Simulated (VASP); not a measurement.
# SiC (P6_3mc) in VASP: a series of runs, part 2 of 2

VASP 6.6.1. Earlier steps stand in the parts before.

## (3) Electric field gradients, r2SCAN

POSCAR

```
SiC
1.0
    3.0764846774      0.0000000000      0.0000000000
   -1.5382423387      2.6643138850      0.0000000000
    0.0000000000      0.0000000000     40.2676834000
Si C
16 16
Direct
    0.3333333333      0.6666666667      0.8125116600
    0.3333333333      0.6666666667      0.5624873200
    0.0000000000      0.0000000000      0.3750284400
    0.6666666667      0.3333333333      0.9374433700
    0.6666666667      0.3333333333      0.0624873200
    0.0000000000      0.0000000000      0.2499807700
    0.0000000000      0.0000000000      0.8750284400
    0.6666666667      0.3333333333      0.6874646200
    0.6666666667      0.3333333333      0.4999731500
    0.3333333333      0.6666666667      0.4374433700
    0.3333333333      0.6666666667      0.9999731500
    0.0000000000      0.0000000000      0.7499807700
    0.6666666667      0.3333333333      0.3125116600
    0.0000000000      0.0000000000      0.6249155300
    0.3333333333      0.6666666667      0.1874646200
    0.0000000000      0.0000000000      0.1249155300
    0.0000000000      0.0000000000      0.1717881400
    0.3333333333      0.6666666667      0.4843068800
    0.6666666667      0.3333333333      0.3595215500
    0.3333333333      0.6666666667      0.0469775000
    0.6666666667      0.3333333333      0.5469775000
    0.0000000000      0.0000000000      0.9218953400
    0.3333333333      0.6666666667      0.6093571800
    0.6666666667      0.3333333333      0.7344750700
    0.0000000000      0.0000000000      0.4218953400
    0.6666666667      0.3333333333      0.9843068800
    0.0000000000      0.0000000000      0.7968334900
    0.6666666667      0.3333333333      0.1093571800
    0.3333333333      0.6666666667      0.8595215500
    0.0000000000      0.0000000000      0.2968334900
    0.0000000000      0.0000000000      0.6717881400
    0.3333333333      0.6666666667      0.2344750700
```

INCAR.step1

```
  PREC = Accurate
  ENCUT = 520
  ISMEAR = -1
  SIGMA = 0.02
  LREAL = Auto
  LASPH = T
  NELM = 60
  NBANDS = 86
  GGA = PE
  ALGO = Normal
  EDIFF = 1E-4
  LWAVE = T
  LCHARG = F
```

INCAR.step2

```
  PREC = Accurate
  ENCUT = 520
  EDIFF = 1E-8
  ISMEAR = -1
  SIGMA = 0.02
  LREAL = Auto
  LASPH = T
  NELM = 60
  ALGO = Normal
  ISIF = 2
  LWAVE = F
  LCHARG = F
  METAGGA = R2SCAN
  LMIXTAU = T
  LEFG = T
  NBANDS = 86
  ISTART = 1
```

KPOINTS

```
regular mesh
0
Gamma
  10 10 1
```

Potentials or basis: VASP PAW PBE potentials, release 64 (Si, C).

Run with:

```console
cat potpaw_PBE.64/Si/POTCAR potpaw_PBE.64/C/POTCAR > POTCAR
cp INCAR.step1 INCAR
mpirun -np 1 vasp_std > vasp.out
cp INCAR.step2 INCAR
mpirun -np 1 vasp_std > vasp.out
```

OUTCAR:

```text
PREC = Accurate
   ENCUT = 520
   EDIFF = 1E-8
   ISMEAR = -1
   LREAL = Auto
   LASPH = T
   NELM = 60
   ISIF = 2
   METAGGA = R2SCAN
   ISTART = 1

 ion  position               nearest neighbor table
   1  0.333  0.667  0.813-  27 1.89  27 1.89  27 1.89  29 1.89   7 3.08   7 3.08   7 3.08  12 3.08
                            12 3.08  12 3.08
   2  0.333  0.667  0.562-  21 1.88  21 1.88  21 1.88  23 1.89  14 3.08  14 3.08  14 3.08   9 3.08
                             9 3.08   9 3.08
   3  0.000  0.000  0.375-  19 1.88  19 1.88  19 1.88  25 1.89  10 3.08  10 3.08  10 3.08  13 3.08
                            13 3.08  13 3.08
   4  0.667  0.333  0.937-  22 1.88  22 1.88  22 1.88  26 1.89   7 3.08   7 3.08   7 3.08  11 3.08
                            11 3.08  11 3.08
   5  0.667  0.333  0.062-  20 1.88  20 1.88  20 1.88  28 1.89  16 3.08  16 3.08  16 3.08  11 3.08
                            11 3.08  11 3.08
   6  0.000  0.000  0.250-  32 1.88  32 1.88  32 1.88  30 1.89  15 3.08  15 3.08  15 3.08  13 3.08
                            13 3.08  13 3.08
   7  0.000  0.000  0.875-  29 1.88  29 1.88  29 1.88  22 1.89   4 3.08   4 3.08   4 3.08   1 3.08
                             1 3.08   1 3.08
   8  0.667  0.333  0.687-  31 1.89  31 1.89  31 1.89  24 1.89  12 3.08  12 3.08  12 3.08  14 3.08
                            14 3.08  14 3.08
   9  0.667  0.333  0.500-  18 1.88  18 1.88  18 1.88  21 1.89   2 3.08   2 3.08   2 3.08  10 3.08
[... 17 lines left out ...]
  19  0.667  0.333  0.360-   3 1.88   3 1.88   3 1.88  13 1.89
  20  0.333  0.667  0.047-   5 1.88   5 1.88   5 1.88  11 1.89
  21  0.667  0.333  0.547-   2 1.88   2 1.88   2 1.88   9 1.89
  22  0.000  0.000  0.922-   4 1.88   4 1.88   4 1.88   7 1.89
[... 8 lines left out ...]
  31  0.000  0.000  0.672-   8 1.89   8 1.89   8 1.89  14 1.89
  32  0.333  0.667  0.234-   6 1.88   6 1.88   6 1.88  15 1.89

  LATTYP: Found a hexagonal cell.
 ALAT       =     3.0764846774
 C/A-ratio  =    13.0888620040

  Lattice vectors:

 A1 = (   3.0764846774,   0.0000000000,   0.0000000000)
 A2 = (  -1.5382423387,   2.6643138850,   0.0000000000)
 A3 = (   0.0000000000,   0.0000000000,  40.2676834000)

Analysis of symmetry for initial positions (statically):
[... 1355 lines left out ...]
     0.000000000  0.000000000 40.267683400     0.000000000  0.000000000  0.024833810

 POSITION                                       TOTAL-FORCE (eV/Angst)
 -----------------------------------------------------------------------------------
     -0.00000      1.77621     32.71796         0.000000      0.000000      0.001356
     -0.00000      1.77621     22.65006        -0.000000     -0.000000      0.000178
      0.00000      0.00000     15.10153         0.000000     -0.000000      0.000041
      1.53824      0.88810     37.74867         0.000000     -0.000000      0.002806
      1.53824      0.88810      2.51622         0.000000      0.000000      0.000178
      0.00000      0.00000     10.06615        -0.000000      0.000000     -0.004516
[... 24 lines left out ...]
      0.00000      0.00000     27.05135        -0.000000     -0.000000     -0.011661
     -0.00000      1.77621      9.44177         0.000000      0.000000     -0.000491
 -----------------------------------------------------------------------------------
    total drift:                               -0.000000     -0.000000      0.007438

  FREE ENERGIE OF THE ION-ELECTRON SYSTEM (eV)
  ---------------------------------------------------
  free  energy   TOTEN  =      -309.2505014981 eV

  energy  without entropy=     -309.2505014981  energy(sigma->0) =     -309.25050150

 Electric field gradients (V/A^2)
---------------------------------------------------------------------
 ion       V_xx      V_yy      V_zz      V_xy      V_xz      V_yz
---------------------------------------------------------------------
   1       0.162     0.161    -0.323    -0.000     0.000    -0.000
   2      -1.446    -1.446     2.892    -0.000     0.000    -0.000
   3      -1.419    -1.419     2.838    -0.000    -0.000     0.000
   4      -1.064    -1.064     2.127    -0.000     0.000    -0.000
   5      -1.446    -1.446     2.892    -0.000    -0.000     0.000
   6      -1.612    -1.612     3.225    -0.000     0.000    -0.000
[... 24 lines left out ...]
  31      -0.227    -0.227     0.455    -0.000    -0.000     0.000
  32      -1.101    -1.101     2.202    -0.000    -0.000     0.000
---------------------------------------------------------------------

 Electric field gradients after diagonalization (V/A^2)
 (convention: |V_zz| > |V_xx| > |V_yy|)
----------------------------------------------------------------------
 ion       V_xx      V_yy      V_zz     asymmetry (V_yy - V_xx)/ V_zz
----------------------------------------------------------------------
   1       0.162     0.161    -0.323       0.001
   2      -1.446    -1.446     2.892       0.000
   3      -1.419    -1.419     2.838       0.000
   4      -1.064    -1.064     2.127       0.000
   5      -1.446    -1.446     2.892       0.000
   6      -1.612    -1.612     3.225       0.000
[... 24 lines left out ...]
  31      -0.227    -0.227     0.455       0.001
  32      -1.101    -1.101     2.202       0.000
----------------------------------------------------------------------

           NMR quadrupolar parameters

 Cq : quadrupolar parameter    Cq=e*Q*V_zz/h
 eta: asymmetry parameters     (V_yy - V_xx)/ V_zz
 Q  : nuclear electric quadrupole moment in mb (millibarn)
----------------------------------------------------------------------
 ion       Cq(MHz)       eta       Q (mb)
----------------------------------------------------------------------
   1      -0.001       0.001       1.000
   2       0.007       0.000       1.000
   3       0.007       0.000       1.000
   4       0.005       0.000       1.000
   5       0.007       0.000       1.000
   6       0.008       0.000       1.000
[... 24 lines left out ...]
  31       0.001       0.001       1.000
  32       0.005       0.000       1.000
----------------------------------------------------------------------
```

OUTCAR.step1:

```text
PREC = Accurate
   ENCUT = 520
   ISMEAR = -1
   LREAL = Auto
   LASPH = T
   NELM = 60
[... 1427 lines left out ...]
      1.53824      0.88810      2.51622         0.000000     -0.000000     -0.001932
      0.00000      0.00000     10.06615        -0.000000     -0.000000     -0.007915
[... 24 lines left out ...]
      0.00000      0.00000     27.05135         0.000000     -0.000000     -0.006055
     -0.00000      1.77621      9.44177        -0.000000      0.000000     -0.004210
 -----------------------------------------------------------------------------------
    total drift:                                0.000000      0.000000      0.008029

  FREE ENERGIE OF THE ION-ELECTRON SYSTEM (eV)
  ---------------------------------------------------
  free  energy   TOTEN  =      -240.9399148240 eV

  energy  without entropy=     -240.9399148240  energy(sigma->0) =     -240.93991482
```

Wall time 68 min (1 thread of Oxide Virtual Turin-like, shared host); peak memory 0.56 GiB.

Results:

- Free energy: -309.2505 eV
- Pressure: 0.2 GPa
- Largest force: 0.019 eV/Å
- Band gap on the k mesh: 2.35 eV (least direct gap 3.52 eV)
- Largest electric field gradient by atom: Si -0.3, +2.9, +2.8, +2.1, +3.2, -0.2, +2.2 (each value once); C +0.5, +0.4, +2.2, +0.1, +0.2 (each value once) V/Å²

Forces in eV/Å, atoms in the order of the input:
```
Si   0.000  0.000  0.001
Si   0.000  0.000  0.000
Si   0.000  0.000  0.000
Si   0.000  0.000  0.003
Si   0.000  0.000  0.000
Si   0.000  0.000 -0.005
Si   0.000  0.000  0.000
Si   0.000  0.000 -0.005
Si   0.000  0.000  0.000
Si   0.000  0.000  0.003
Si   0.000  0.000  0.000
Si   0.000  0.000 -0.005
Si   0.000  0.000  0.001
Si   0.000  0.000  0.004
Si   0.000  0.000 -0.005
Si   0.000  0.000  0.004
C    0.000  0.000 -0.012
C    0.000  0.000 -0.002
C    0.000  0.000 -0.002
C    0.000  0.000  0.007
C    0.000  0.000  0.007
C    0.000  0.000 -0.013
C    0.000  0.000  0.019
C    0.000  0.000  0.000
C    0.000  0.000 -0.013
C    0.000  0.000 -0.002
C    0.000  0.000  0.005
C    0.000  0.000  0.019
C    0.000  0.000 -0.002
C    0.000  0.000  0.005
C    0.000  0.000 -0.012
C    0.000  0.000  0.000
```

Electric field gradients, principal values (V/Å²):
| atom | least | middle | greatest (by size) |
| --- | --- | --- | --- |
| 1 Si | 0.161 | 0.162 | -0.323 |
| 2 Si | -1.446 | -1.446 | 2.892 |
| 3 Si | -1.419 | -1.419 | 2.838 |
| 4 Si | -1.064 | -1.064 | 2.127 |
| 5 Si | -1.446 | -1.446 | 2.892 |
| 6 Si | -1.612 | -1.612 | 3.225 |
| 7 Si | -1.419 | -1.419 | 2.838 |
| 8 Si | 0.113 | 0.113 | -0.227 |
| 9 Si | 0.142 | 0.142 | -0.284 |
| 10 Si | -1.064 | -1.064 | 2.127 |
| 11 Si | 0.142 | 0.142 | -0.284 |
| 12 Si | -1.612 | -1.612 | 3.225 |
| 13 Si | 0.161 | 0.162 | -0.323 |
| 14 Si | -1.081 | -1.082 | 2.163 |
| 15 Si | 0.113 | 0.113 | -0.227 |
| 16 Si | -1.081 | -1.082 | 2.163 |
| 17 C | -0.227 | -0.227 | 0.455 |
| 18 C | -0.216 | -0.216 | 0.432 |
| 19 C | -1.090 | -1.090 | 2.181 |
| 20 C | -1.079 | -1.079 | 2.158 |
| 21 C | -1.079 | -1.079 | 2.158 |
| 22 C | -0.067 | -0.068 | 0.135 |
| 23 C | -0.086 | -0.087 | 0.173 |
| 24 C | -1.101 | -1.101 | 2.202 |
| 25 C | -0.067 | -0.068 | 0.135 |
| 26 C | -0.216 | -0.216 | 0.432 |
| 27 C | -0.242 | -0.243 | 0.485 |
| 28 C | -0.086 | -0.087 | 0.173 |
| 29 C | -1.090 | -1.090 | 2.181 |
| 30 C | -0.242 | -0.243 | 0.485 |
| 31 C | -0.227 | -0.227 | 0.455 |
| 32 C | -1.101 | -1.101 | 2.202 |

Caveat: without QUAD_EFG the Cq values of the log hold for a quadrupole moment of 1 mb, not for the nuclei; the PAW data sets were made with another functional, which shifts forces and pressure a little. A k mesh can miss the band edges.
